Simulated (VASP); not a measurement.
# BaS in VASP: a series of runs, part 2 of 2

VASP 6.6.1. The steps go on from the part before.

## Step 3: Single point, PBE (shear xy strain -2.0%)

File INCAR:

```
ALGO = Normal
EDIFF = 1E-6
ENCUT = 520
GGA = PE
ISIF = 2
ISMEAR = -1
LASPH = T
LCHARG = F
LREAL = F
LWAVE = F
NBANDS = 15
NELM = 60
PREC = Accurate
SIGMA = 0.02
```

File KPOINTS:

```
k-points
0
Gamma
  6 6 6
```

File POSCAR:

```
BaS
1.0
   -0.0358980001      3.5194117709      3.5194117709
    3.5194117709     -0.0358980001      3.5194117709
    3.4835137708      3.4835137708      0.0000000000
Ba S
1 1
Direct
   -0.0020719737     -0.0020719737      0.0020719737
    0.2520719737      0.2520719737      0.2479280263
```

Potentials or basis: VASP PAW PBE potentials, release 64 (Ba_sv, S).

Started as:

```
cat potpaw_PBE.64/Ba_sv/POTCAR potpaw_PBE.64/S/POTCAR > POTCAR
mpirun -np 1 vasp_std > vasp.out
```

OUTCAR:

```text
EDIFF = 1E-6
   ENCUT = 520
   GGA = PE
   ISIF = 2
   ISMEAR = -1
   LASPH = T
   LREAL = F
   NELM = 60
   PREC = Accurate

 ion  position               nearest neighbor table
   1  0.998  0.998  0.002-   2 3.04   2 3.04   2 3.05   2 3.05
   2  0.252  0.252  0.248-   1 3.04   1 3.04   1 3.05   1 3.05

  LATTYP: Found a body centered orthorhombic cell.
 ALAT       =     4.9264324194
 B/A-ratio  =     1.0206102243
 C/A-ratio  =     1.4287871917

  Lattice vectors:

 A1 = (   0.0358980001,  -3.5194117709,  -3.5194117709)
 A2 = (  -0.0358980001,   3.5194117709,  -3.5194117709)
 A3 = (   3.5194117709,  -0.0358980001,   3.5194117709)

Analysis of symmetry for initial positions (statically):
=====================================================================
 Subroutine PRICEL returns:
 Original cell was already a primitive cell.

 Routine SETGRP: Setting up the symmetry group for a
 body centered orthorhombic supercell.

 Subroutine GETGRP returns: Found  4 space group operations
 (whereof  4 operations were pure point group operations)
 out of a pool of  8 trial point group operations.

The static configuration has the point symmetry C_2v.

Analysis of symmetry for dynamics (positions and initial velocities):
=====================================================================
 Subroutine PRICEL returns:
 Original cell was already a primitive cell.

 Routine SETGRP: Setting up the symmetry group for a
 body centered orthorhombic supercell.

 Subroutine GETGRP returns: Found  4 space group operations
 (whereof  4 operations were pure point group operations)
 out of a pool of  8 trial point group operations.

The dynamic configuration has the point symmetry C_2v.

 Subroutine INISYM returns: Found  4 space group operations
 (whereof  4 operations are pure point group operations),
 and found     1 'primitive' translations

----------------------------------------------------------------------------------------

                                     Primitive cell

[... 114 lines left out ...]
   LORBIT       =      0    0 simple, 1 ext, 2 COOP (PROOUT), +10 PAW based schemes
   GGA     = PE    functional components
   LHFCALC =     F    Hartree Fock is set to
   AEXX    =    0.0000 exact exchange contribution
   IVDW    =     0    specifies the selected vdW correction
   LEPSILON=     F    determine dielectric tensor
   LRPA    =     F    only Hartree local field effects (RPA)
 non-spin polarized calculation
  energy-cutoff  :      520.00
  volume of cell :       87.18
 maximum number of plane-waves:      2360
 NGX is ok and might be reduce to    40
   NGX = 19   NGY = 19   NGZ = 19

 number of electron      16.0000000 magnetization

 Free energy of the ion-electron system (eV)
  ---------------------------------------------------
  ext. energy  EPLUGINS =         0.00000000
  ---------------------------------------------------
  free energy    TOTEN  =        -9.73291638 eV

  energy without entropy =       -9.73291638  energy(sigma->0) =       -9.73291638

 E-fermi :   0.3478     XC(G=0):  -7.1783

 val. band max:       -0.1723179408   @ k =   0.5000   0.5000   0.0000
 cond. band min:       2.5872081071   @ k =   0.0000   0.0000   0.0000
 fundamental gap:      2.7595260478
 Fermi energy:         0.3478485181

 k-point     1 :       0.0000    0.0000    0.0000
  band No.  band energies     occupation
      1     -26.2690      2.00000
      2     -11.4502      2.00000
      3     -11.4495      2.00000
      4     -11.4493      2.00000
      5     -10.0823      2.00000
      6      -0.8739      2.00000
      7      -0.8506      2.00000
      8      -0.8256      2.00000
      9       2.5872      0.00000
     10       4.8676      0.00000
     11       4.8729      0.00000
     12       6.7558      0.00000
     13       6.7925      0.00000
     14       6.8279      0.00000
[... 401 lines left out ...]
      2     -12.1104      2.00000
      3     -11.5638      2.00000
      4     -11.5339      2.00000
      5      -9.3000      2.00000
      6      -1.1163      2.00000
      7      -0.3050      2.00000
      8      -0.2963      2.00000
      9       3.3221      0.00000
     10       4.4309      0.00000
     11       5.5445      0.00000
     12       6.4783      0.00000
     13       6.6367      0.00000
     14       7.3178      0.00000
     15       9.1168      0.00000

 [... further k-points ...]
[... 5 lines left out ...]
  --------------------------------------------------------------------------------------
  -------------------------------------------------------------------------------------
  Total        0.2016914      0.2016914      0.1970860      0.0812617      0.0000000      0.0000000
  in kB        3.7068314      3.7068314      3.6221905      1.4934877      0.0000000      0.0000000
  external PRESSURE =       3.6786177 kB  Pullay stress =       0.0000000 kB

 VOLUME and BASIS-vectors are now :
 -----------------------------------------------------------------------------
  energy-cutoff  :      520.00
  volume of cell :       87.18
      direct lattice vectors                 reciprocal lattice vectors
    -0.035898000  3.519411771  3.519411771    -0.140634722  0.140634722  0.142069196
     3.519411771 -0.035898000  3.519411771     0.140634722 -0.140634722  0.142069196
     3.483513771  3.483513771  0.000000000     0.143533235  0.143533235 -0.142069196

 POSITION                                       TOTAL-FORCE (eV/Angst)
 -----------------------------------------------------------------------------------
      3.48351      3.48351      7.02424         0.000000      0.000000      0.000184
      1.74176      1.74176      1.77429         0.000000      0.000000     -0.000184
 -----------------------------------------------------------------------------------
    total drift:                                0.000000      0.000000      0.000079

  FREE ENERGIE OF THE ION-ELECTRON SYSTEM (eV)
  ---------------------------------------------------
  free  energy   TOTEN  =        -9.7329163818 eV

  energy  without entropy=       -9.7329163818  energy(sigma->0) =       -9.73291638
```

stdout:

```text
POSCAR found type information on POSCAR BaS
 POSCAR found :  2 types and       2 ions
 scaLAPACK will be used
 LDA part: xc-table for (Slater+PW92), standard interpolation
 POSCAR, INCAR and KPOINTS ok, starting setup
 FFT: planning ... GRIDC
 FFT: planning ... GRID_SOFT
 FFT: planning ... GRID
 WAVECAR not read
 entering main loop
```

It took 26 s on 1 thread of Intel Xeon 6975P-C (Granite Rapids), shared host; peak memory 0.26 GiB.

What came out:

```yaml
Free_energy: -9.7329 eV
Pressure: 0.4 GPa
Band_gap_on_the_k_mesh: 2.76 eV (least direct gap 3.41 eV)
```

Caveat: the cell differs from its parent crystal (shear xy strain -2.0%); spin-orbit coupling is left out, which moves the levels of the heavy elements.

## Step 4: Single point, r2SCAN (epitaxial xy strain -1.1%)

File POSCAR:

```
BaS
1.0
    0.0000000000      3.4824579473      3.5835556952
    3.4824579473      0.0000000000      3.5835556952
    3.4824579473      3.4824579473      0.0000000000
Ba S
1 1
Direct
    0.0000000000      0.0000000000      0.0000000000
    0.2500000000      0.2500000000      0.2500000000
```

File INCAR.step1:

```
SYSTEM = BaS
  ALGO = Normal
  EDIFF = 1E-4
  ENCUT = 520
  GGA = PE
  ISMEAR = 0
  LASPH = .True.
  LCHARG = .False.
  LREAL = .False.
  LWAVE = .True.
  NBANDS = 15
  NELM = 60
  PREC = Accurate
  SIGMA = 0.01
```

File INCAR.step2:

```
SYSTEM = BaS
  ALGO = Normal
  EDIFF = 1E-7
  ENCUT = 520
  ISIF = 2
  ISMEAR = 0
  ISTART = 1
  LASPH = .True.
  LCHARG = .False.
  LMIXTAU = .True.
  LREAL = .False.
  LWAVE = .False.
  METAGGA = R2SCAN
  NBANDS = 15
  NELM = 60
  PREC = Accurate
  SIGMA = 0.01
```

File KPOINTS:

```
k-points
0
Gamma
  6 6 6
  0 0 0
```

Started as:

```
cat potpaw_PBE.64/Ba_sv/POTCAR potpaw_PBE.64/S/POTCAR > POTCAR
cp INCAR.step1 INCAR
mpirun -np 1 vasp_std > vasp.out
cp INCAR.step2 INCAR
mpirun -np 1 vasp_std > vasp.out
```

Wall time 88 s (1 thread of Intel Xeon 6975P-C (Granite Rapids), shared host); peak memory 0.27 GiB.

It converged, with:

```
Free energy            : -38.6150 eV
Pressure               : 0.5 GPa
Band gap on the k mesh : 3.07 eV (least direct gap 3.64 eV)
```

Stress tensor (GPa, compression positive):
```
0.50 0.00 0.00
0.00 0.50 0.00
0.00 0.00 0.42
```

Levels at points of the mesh, in eV from the valence-band top:
| k point | band 4 | band 5 | band 6 | band 7 | band 8 | band 9 | band 10 | band 11 | band 12 | band 13 |
| --- | --- | --- | --- | --- | --- | --- | --- | --- | --- | --- |
| (0.00, 0.00, 0.00) | -11.59 | -10.37 | -0.71 | -0.69 | -0.69 | 3.07 | 5.43 | 5.65 | 7.30 | 7.54 |
| (0.50, 0.00, 0.00) | -11.64 | -9.66 | -0.61 | -0.46 | -0.41 | 4.74 | 5.70 | 5.73 | 5.85 | 6.86 |
| (0.50, 0.50, 0.00) | -11.69 | -9.43 | -1.10 | 0.00 | 0.00 | 3.65 | 4.94 | 6.79 | 6.79 | 6.93 |
| (0.50, 0.00, 0.50) | -11.69 | -9.48 | -1.09 | -0.04 | -0.01 | 3.72 | 4.98 | 6.81 | 6.85 | 6.93 |

Caveat: the cell differs from its parent crystal (epitaxial xy strain -1.1%); the PAW data sets were made with another functional, which shifts forces and pressure a little; spin-orbit coupling is left out, which moves the levels of the heavy elements. A k mesh can miss the band edges.

## Step 5: Single point, r2SCAN (shear xy strain -2.0%)

File POSCAR:

```
BaS
1.0
   -0.0358980001      3.5194117709      3.5194117709
    3.5194117709     -0.0358980001      3.5194117709
    3.4835137708      3.4835137708      0.0000000000
Ba S
1 1
Direct
   -0.0020719737     -0.0020719737      0.0020719737
    0.2520719737      0.2520719737      0.2479280263
```

File INCAR.step1:

```
ALGO = Normal ; EDIFF = 1E-4
ENCUT = 520 ; GGA = PE
ISMEAR = 0 ; LASPH = T
LCHARG = F ; LREAL = F
LWAVE = T ; NBANDS = 15
NELM = 80 ; PREC = Accurate
SIGMA = 0.01
```

File INCAR.step2:

```
ALGO = Normal ; EDIFF = 1E-6
ENCUT = 520 ; ISIF = 2
ISMEAR = 0 ; ISTART = 1
LASPH = T ; LCHARG = T
LELF = T ; LMIXTAU = T
LREAL = F ; LVHAR = T
LWAVE = F ; METAGGA = R2SCAN
NBANDS = 15 ; NELM = 80
PREC = Accurate ; SIGMA = 0.01
```

File KPOINTS:

```
k-points
0
Gamma
  6 6 6
```

Started as:

```
cat potpaw_PBE.64/Ba_sv/POTCAR potpaw_PBE.64/S/POTCAR > POTCAR
cp INCAR.step1 INCAR
mpirun -np 1 vasp_std > vasp.out
cp INCAR.step2 INCAR
mpirun -np 1 vasp_std > vasp.out
```

It took 1.9 min on 1 thread of Intel Xeon 6975P-C (Granite Rapids), shared host; peak memory 0.28 GiB.

The run converged. Its results:

* Free energy: -38.6153 eV
* Pressure: 0.4 GPa
* Largest force: 0.003 eV/Å
* Band gap on the k mesh: 3.08 eV (least direct gap 3.68 eV)

Forces on the atoms (eV/Å):
```
Ba   0.000  0.000 -0.003
S    0.000  0.000  0.003
```

Stress tensor (GPa, compression positive):
```
0.40 0.15 0.00
0.15 0.40 0.00
0.00 0.00 0.39
```

Levels at points of the mesh, in eV from the valence-band top:
```
           k point  band 6  band 7  band 8  band 9  band 10  band 11
(0.00, 0.00, 0.00)   -0.71   -0.68   -0.66    3.08     5.54     5.55
(0.50, 0.00, 0.00)   -0.62   -0.41   -0.41    4.73     5.62     5.80
(0.50, 0.50, 0.00)   -1.08   -0.02    0.00    3.70     4.98     6.82
(0.00, 0.00, 0.50)   -0.58   -0.43   -0.43    4.76     5.64     5.78
(0.50, 0.00, 0.50)   -1.08   -0.01   -0.01    3.71     4.98     6.81
```

Caveat: the cell differs from its parent crystal (shear xy strain -2.0%); the PAW data sets were made with another functional, which shifts forces and pressure a little; spin-orbit coupling is left out, which moves the levels of the heavy elements.

## Step 6: Summary

```tsv
level	cell	smearing	gap on the mesh (eV)	pressure (GPa)
PBE	a = 4.997, b = 4.997, c = 4.925 Å, angles 60.5, 60.5, 59.0°, 2 atoms	fermi-dirac 0.02 eV	2.75	0.5
PBE	a = 4.977, b = 4.977, c = 4.926 Å, angles 60.3, 60.3, 60.7°, 2 atoms	fermi-dirac 0.02 eV	2.76	0.4
r2SCAN	a = 4.997, b = 4.997, c = 4.925 Å, angles 60.5, 60.5, 59.0°, 2 atoms	gaussian 0.01 eV	3.07	0.5
r2SCAN	a = 4.977, b = 4.977, c = 4.926 Å, angles 60.3, 60.3, 60.7°, 2 atoms	gaussian 0.01 eV	3.08	0.4
```

Alike in all rows: task single point; potentials or basis VASP PAW PBE potentials, release 64 (Ba_sv, S); no spin polarisation; k mesh 6 × 6 × 6; cutoff (eV) 520.

Caveats: spin-orbit coupling is left out, which moves the levels of the heavy elements; the PAW data sets were made with another functional, which shifts forces and pressure a little (at least some runs).

Total energies depend on the potentials used, so only differences within one code and one set of settings carry meaning.
